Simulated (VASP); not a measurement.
A run of VASP 6.6.1:

The input INCAR:

```
SYSTEM = Ir
PREC = Accurate
ENCUT = 560
EDIFF = 1E-6
ISMEAR = -1
SIGMA = 0.1
LREAL = .False.
LASPH = .True.
NELM = 120
ALGO = Normal
ISIF = 2
LWAVE = .False.
LCHARG = .False.
GGA = CA
NBANDS = 42
GGA_COMPAT = .False.
```

Contents of KPOINTS:

```
Automatic mesh
0
Gamma
  15 15 4
  0 0 0
```

POSCAR

```
Ir
1.0
    2.7670815869      0.0000000000      0.0000000000
   -1.3835407934      2.3963629486      0.0000000000
    0.0000000000      0.0000000000      9.0401446793
Ir
4
Direct
    1.0000000000      1.0000000000      1.0000000000
    1.0000000000      1.0000000000      0.5000000000
    0.3333333333      0.6666666667      0.2500000000
    0.6666666667      0.3333333333      0.7500000000
```

Potentials or basis: VASP PAW LDA potentials, release 64 (Ir_sv_GW).

Run with:

```sh
$ cat potpaw_LDA.64/Ir_sv_GW/POTCAR > POTCAR
$ mpirun -np 1 vasp_std > vasp.out
```

Hardware: 1 thread of Intel(R) Xeon(R) Platinum 8559C (Emerald Rapids), on a shared host.

Problem. Estimate the wall time of this run.

Solution. It took 97 s on 1 thread of Intel(R) Xeon(R) Platinum 8559C (Emerald Rapids), on a shared host, peak memory 0.28 GiB. Counts: scf iterations 15, k points 81.
